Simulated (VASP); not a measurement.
# Se (P3_121) in VASP: notebook, part 2 of 2

VASP 6.6.1. Earlier steps stand in the parts before.

**4. Single point, LDA (24.95 Å³/atom)**

This run uses another cell than the first one, of 24.95 Å³/atom.

File INCAR:

```
SYSTEM = Se
ALGO = Normal ; EDIFF = 1E-6
ENCUT = 520 ; GGA = CA
ISIF = 2 ; ISMEAR = -1
LASPH = .TRUE. ; LCHARG = .FALSE.
LREAL = .FALSE. ; LWAVE = .FALSE.
NBANDS = 16 ; NELM = 100
PREC = Accurate ; SIGMA = 0.05
```

File KPOINTS:

```
k-points
0
G
  9 9 6
  0 0 0
```

File POSCAR:

```
Se
1.0
    4.0561908348      0.0000000000      0.0000000000
   -2.0280954174      3.5127643055      0.0000000000
    0.0000000000      0.0000000000      5.2535917252
Se
3
Direct
    0.2543546525      1.0000000000      0.3333333333
    1.0000000000      0.2543546525      0.6666666667
    0.7456453475      0.7456453475      1.0000000000
```

Potentials or basis: VASP PAW LDA potentials, release 64 (Se).

Command:

```console
cat potpaw_LDA.64/Se/POTCAR > POTCAR
mpirun -np 1 vasp_std > vasp.out
```

OUTCAR:

```text
SYSTEM = Se
   EDIFF = 1E-6
   ENCUT = 520
   GGA = CA
   ISIF = 2
   ISMEAR = -1
   LASPH = .TRUE.
   LREAL = .FALSE.
   NELM = 100
   PREC = Accurate

 ion  position               nearest neighbor table
   1  0.254  0.000  0.333-   3 2.50   2 2.50
   2  0.000  0.254  0.667-   3 2.50   1 2.50
   3  0.746  0.746  0.000-   2 2.50   1 2.50

  LATTYP: Found a hexagonal cell.
 ALAT       =     4.0561908348
 C/A-ratio  =     1.2952032927

  Lattice vectors:

 A1 = (   4.0561908348,   0.0000000000,   0.0000000000)
 A2 = (  -2.0280954174,   3.5127643055,   0.0000000000)
 A3 = (   0.0000000000,   0.0000000000,   5.2535917252)

Analysis of symmetry for initial positions (statically):
=====================================================================
 Subroutine PRICEL returns:
 Original cell was already a primitive cell.

 Routine SETGRP: Setting up the symmetry group for a
 hexagonal supercell.

 Subroutine GETGRP returns: Found  6 space group operations
 (whereof  2 operations were pure point group operations)
 out of a pool of 24 trial point group operations.

The static configuration has the point symmetry C_2 .
 The point group associated with its full space group is D_3 .

Analysis of symmetry for dynamics (positions and initial velocities):
=====================================================================
 Subroutine PRICEL returns:
 Original cell was already a primitive cell.

 Routine SETGRP: Setting up the symmetry group for a
 hexagonal supercell.

 Subroutine GETGRP returns: Found  6 space group operations
 (whereof  2 operations were pure point group operations)
 out of a pool of 24 trial point group operations.

The dynamic configuration has the point symmetry C_2 .
 The point group associated with its full space group is D_3 .

 Subroutine INISYM returns: Found  6 space group operations
 (whereof  2 operations are pure point group operations),
 and found     1 'primitive' translations

----------------------------------------------------------------------------------------

                                     Primitive cell

  volume of cell :      74.8555

  direct lattice vectors                    reciprocal lattice vectors
     4.056190835  0.000000000  0.000000000     0.246536724  0.142338044  0.000000000
    -2.028095417  3.512764306  0.000000000     0.000000000  0.284676088  0.000000000
     0.000000000  0.000000000  5.253591725     0.000000000  0.000000000  0.190345968

  length of vectors
     4.056190835  4.056190835  5.253591725     0.284676088  0.284676088  0.190345968

  position of ions in fractional coordinates (direct lattice)
     0.254354652  0.000000000  0.333333333
     1.000000000  0.254354652  0.666666667
     0.745645348  0.745645348  0.000000000

  ion indices of the primitive-cell ions
   primitive index   ion index
                 1           1
                 2           2
                 3           3

----------------------------------------------------------------------------------------

 KPOINTS: k-points

Automatic generation of k-mesh.
 Grid dimensions read from file:
 generate k-points for:    9    9    6

 Generating k-lattice:

  Cartesian coordinates                     Fractional coordinates (reciprocal lattice)
     0.027392969  0.015815338  0.000000000     0.111111111 -0.000000000  0.000000000
     0.000000000  0.031630676  0.000000000     0.000000000  0.111111111  0.000000000
     0.000000000  0.000000000  0.031724328     0.000000000  0.000000000  0.166666667

  Length of vectors
     0.031630676  0.031630676  0.031724328

  Shift w.r.t. Gamma in fractional coordinates (k-lattice)
     0.000000000  0.000000000  0.000000000

 Subroutine IBZKPT returns following result:
 ===========================================

 Found     62 irreducible k-points:

 Following reciprocal coordinates:
            Coordinates               Weight
  0.000000  0.000000  0.000000      1.000000
  0.111111  0.000000  0.000000      6.000000
  0.222222  0.000000  0.000000      6.000000
  0.333333  0.000000  0.000000      6.000000
  0.444444  0.000000  0.000000      6.000000
  0.111111  0.111111  0.000000      6.000000
[... 16 lines left out ...]
  0.222222  0.111111  0.166667     12.000000
 -0.111111  0.333333  0.166667     12.000000
 [... further k-points ...]
   k-points           NKPTS =     62   k-points in BZ     NKDIM =     62   number of bands    NBANDS=     16
   number of dos      NEDOS =    301   number of ions     NIONS =      3
   total plane-waves  NPLWV =  36000
   dimension x,y,z NGX =    30 NGY =   30 NGZ =   40
   dimension x,y,z NGXF=    60 NGYF=   60 NGZF=   80
   ions per type =               3
   NGX,Y,Z   is equivalent  to a cutoff of  12.30, 12.30, 12.66 a.u.
   NGXF,Y,Z  is equivalent  to a cutoff of  24.59, 24.59, 25.32 a.u.
 SYSTEM =  Se
   PREC   = accura    normal or accurate (medium, high low for compatibility)
   ISTART =      0    job   : 0-new  1-cont  2-samecut
   ICHARG =      2    charge: 1-file 2-atom 10-const
   ISPIN  =      1    spin polarized calculation?
   LNONCOLLINEAR =      F non collinear calculations
   LSORBIT =      F    spin-orbit coupling
   LASPH  =      T    aspherical Exc in radial PAW
   ENCUT  =  520.0 eV  38.22 Ry    6.18 a.u.   7.54  7.54  9.77*2*pi/ulx,y,z
   NELM   =    100;   NELMIN=  2; NELMDL= -5     # of ELM steps
   EDIFF  = 0.1E-05   stopping-criterion for ELM
   LREAL  =      F    real-space projection
   EDIFFG = 0.1E-04   stopping-criterion for IOM
   NSW    =      0    number of steps for IOM
   IBRION =     -1    ionic relax: 0-MD 1-quasi-New 2-CG
   NFREE  =      0    steps in history (QN), initial steepest desc. (CG)
   ISIF   =      2    stress and relaxation
   ISYM   =      2    0-nonsym 1-usesym 2-fastsym
   POTIM  = 0.5000    time-step for ionic-motion
   TEBEG  =    0.0;   TEEND  =   0.0 temperature during run
   PSTRESS=    0.0 pullay stress
   NELECT =      18.0000    total number of electrons
   NUPDOWN=      -1.0000    fix difference up-down
   EMIN   =  10.00;   EMAX   =-10.00  energy-range for DOS
   EFERMI =   0.00;   METHOD = LEGACY
   ISMEAR =    -1;   SIGMA  =   0.05  broadening in eV -4-tet -1-fermi 0-gaus
   EFERMI_NEDOS =   21; number of points for ismear=-14 and -15
   IALGO  =     38    algorithm
   IMIX   =      4    mixing-type and parameters
     AMIX     =   0.40;   BMIX     =  1.00
     AMIX_MAG =   1.60;   BMIX_MAG =  1.00
  volume/ion in A,a.u.               =      24.95       168.38
  Fermi-wavevector in a.u.,A,eV,Ry     =   1.018023  1.923785 14.100692  1.036372
  Thomas-Fermi vector in A             =   2.151458
   LORBIT       =      0    0 simple, 1 ext, 2 COOP (PROOUT), +10 PAW based schemes
   GGA     = CA    functional components
   LHFCALC =     F    Hartree Fock is set to
   AEXX    =    0.0000 exact exchange contribution
   IVDW    =     0    specifies the selected vdW correction
   LEPSILON=     F    determine dielectric tensor
   LRPA    =     F    only Hartree local field effects (RPA)
 non-spin polarized calculation
  energy-cutoff  :      520.00
  volume of cell :       74.86
 maximum number of plane-waves:      2035
 NGX is ok and might be reduce to    30
   NGX = 15   NGY = 15   NGZ = 19

 number of electron      17.9999998 magnetization

 Free energy of the ion-electron system (eV)
  ---------------------------------------------------
  ext. energy  EPLUGINS =         0.00000000
  ---------------------------------------------------
  free energy    TOTEN  =       -12.39267859 eV

  energy without entropy =      -12.39230770  energy(sigma->0) =      -12.39249315

 E-fermi :   3.6312     XC(G=0):  -9.6680

 val. band max:        3.4726624426   @ k =   0.3333   0.3333   0.5000
 cond. band min:       3.7354777575   @ k =   0.3333   0.3333   0.5000
 fundamental gap:      0.2628153149
 Fermi energy:         3.6311703445

 k-point     1 :       0.0000    0.0000    0.0000
  band No.  band energies     occupation
      1     -12.1818      2.00000
      2      -8.4150      2.00000
      3      -8.4150      2.00000
      4       0.0874      2.00000
      5       0.2264      2.00000
      6       0.2264      2.00000
[... 8 lines left out ...]
     15      10.1889      0.00000
     16      11.7808      0.00000
[... 420 lines left out ...]
  band No.  band energies     occupation
      1     -11.5329      2.00000
      2      -9.3389      2.00000
      3      -7.7647      2.00000
      4      -1.6976      2.00000
      5      -1.1607      2.00000
      6      -0.0229      2.00000
[... 8 lines left out ...]
     15      12.2098      0.00000
     16      12.9689      0.00000

 [... further k-points ...]

------------------------ aborting loop because EDIFF is reached ----------------------------------------

  FORCE on cell =-STRESS in cart. coord.  units (eV):
  Direction    XX          YY          ZZ          XY          YZ          ZX
  --------------------------------------------------------------------------------------
  -------------------------------------------------------------------------------------
  Total       -1.8840795     -1.8840795     -2.8638065      0.0000000      0.0000000     -0.0000000
  in kB      -40.3260885    -40.3260885    -61.2957757      0.0000000      0.0000000     -0.0000000
  external PRESSURE =     -47.3159842 kB  Pullay stress =       0.0000000 kB

 VOLUME and BASIS-vectors are now :
 -----------------------------------------------------------------------------
  energy-cutoff  :      520.00
  volume of cell :       74.86
      direct lattice vectors                 reciprocal lattice vectors
     4.056190835  0.000000000  0.000000000     0.246536724  0.142338044  0.000000000
    -2.028095417  3.512764306  0.000000000     0.000000000  0.284676088  0.000000000
     0.000000000  0.000000000  5.253591725     0.000000000  0.000000000  0.190345968

 POSITION                                       TOTAL-FORCE (eV/Angst)
 -----------------------------------------------------------------------------------
      1.03171      0.00000      1.75120        -0.414662     -0.000000      0.000000
     -0.51586      0.89349      3.50239         0.207331     -0.359108     -0.000000
      1.51224      2.61928      0.00000         0.207331      0.359108     -0.000000
 -----------------------------------------------------------------------------------
    total drift:                                0.000001      0.000002     -0.000000

  FREE ENERGIE OF THE ION-ELECTRON SYSTEM (eV)
  ---------------------------------------------------
  free  energy   TOTEN  =       -12.3926785937 eV

  energy  without entropy=      -12.3923077017  energy(sigma->0) =      -12.39249315
```

Run time: 68 s. Hardware: 1 thread of Intel Xeon 8259CL, shared host; peak memory 0.18 GiB.

What came out:

```
Free energy            : -12.3927 eV
Pressure               : -4.7 GPa
Largest force          : 0.415 eV/Å
Band gap on the k mesh : 0.26 eV
```

Forces in eV/Å, atoms in the order of the input:
```
Se  -0.415  0.000  0.000
Se   0.207 -0.359  0.000
Se   0.207  0.359  0.000
```

Caveat: the cell stands under tension; an odd mesh through Γ misses points on the zone boundary, where band edges can lie.

**5. Single point, LDA (25.88 Å³/atom)**

This run uses another cell than the first one, of 25.88 Å³/atom.

File INCAR:

```
PREC = Accurate ; ENCUT = 520
EDIFF = 1E-7 ; ISMEAR = -1
SIGMA = 0.05 ; LREAL = False
LASPH = True ; NELM = 60
ALGO = Normal ; ISIF = 2
LWAVE = False ; LCHARG = False
NBANDS = 16
```

File KPOINTS:

```
regular mesh
0
Gamma
  9 9 6
```

File POSCAR:

```
Se
1.0
    4.1056614523      0.0000000000      0.0000000000
   -2.0528307262      3.5556071170      0.0000000000
    0.0000000000      0.0000000000      5.3176662318
Se
3
Direct
    0.2543546525      1.0000000000      0.3333333333
    1.0000000000      0.2543546525      0.6666666667
    0.7456453475      0.7456453475      1.0000000000
```

Command:

```console
cat potpaw_LDA.64/Se/POTCAR > POTCAR
mpirun -np 1 vasp_std > vasp.out
```

It took 75 s on 1 thread of Intel Xeon 8259CL, shared host; peak memory 0.2 GiB.

It converged, with:

* Free energy: -12.2951 eV
* Pressure: -6.5 GPa
* Largest force: 0.605 eV/Å
* Band gap on the k mesh: 0.26 eV

Forces in eV/Å, atoms in the order of the input:
```
Se  -0.605  0.000  0.000
Se   0.303 -0.524  0.000
Se   0.303  0.524  0.000
```

Stress tensor (GPa, compression positive):
```
-5.52  0.00  0.00
 0.00 -5.52  0.00
 0.00  0.00 -8.43
```

Levels at points of the mesh, in eV from the valence-band top:
| k point | band 5 | band 6 | band 7 | band 8 | band 9 | band 10 | band 11 | band 12 | band 13 | band 14 |
| --- | --- | --- | --- | --- | --- | --- | --- | --- | --- | --- |
| (0.00, 0.00, 0.00) | -3.15 | -3.15 | -1.58 | -1.58 | -0.47 | 1.23 | 1.23 | 1.92 | 6.45 | 6.45 |
| (0.00, 0.00, 0.50) | -2.75 | -2.75 | -1.19 | -1.08 | -1.08 | 0.79 | 0.79 | 0.84 | 5.73 | 7.13 |

Caveat: the cell stands under tension; an odd mesh through Γ misses points on the zone boundary, where band edges can lie.

**6. Overview**

| cell | gap on the mesh (eV) | pressure (GPa) | largest force (eV/Å) |
| --- | --- | --- | --- |
| a = 3.953, b = 3.953, c = 5.121 Å, angles 90.0, 90.0, 120.0°, 3 atoms | 0.28 | 0.2 | 0.05 |
| a = 4.005, b = 4.005, c = 5.188 Å, angles 90.0, 90.0, 120.0°, 3 atoms | 0.27 | -2.5 | 0.20 |
| a = 4.056, b = 4.056, c = 5.254 Å, angles 90.0, 90.0, 120.0°, 3 atoms | 0.26 | -4.7 | 0.41 |
| a = 4.106, b = 4.106, c = 5.318 Å, angles 90.0, 90.0, 120.0°, 3 atoms | 0.26 | -6.5 | 0.61 |

Alike in all rows: task single point; level LDA; potentials or basis VASP PAW LDA potentials, release 64 (Se); no spin polarisation; k mesh 9 × 9 × 6; cutoff (eV) 520; smearing fermi-dirac 0.05 eV.

Caveats: an odd mesh through Γ misses points on the zone boundary, where band edges can lie; the cell stands under tension (at least some runs).

Absolute energies hang on the potentials; compare differences alone.
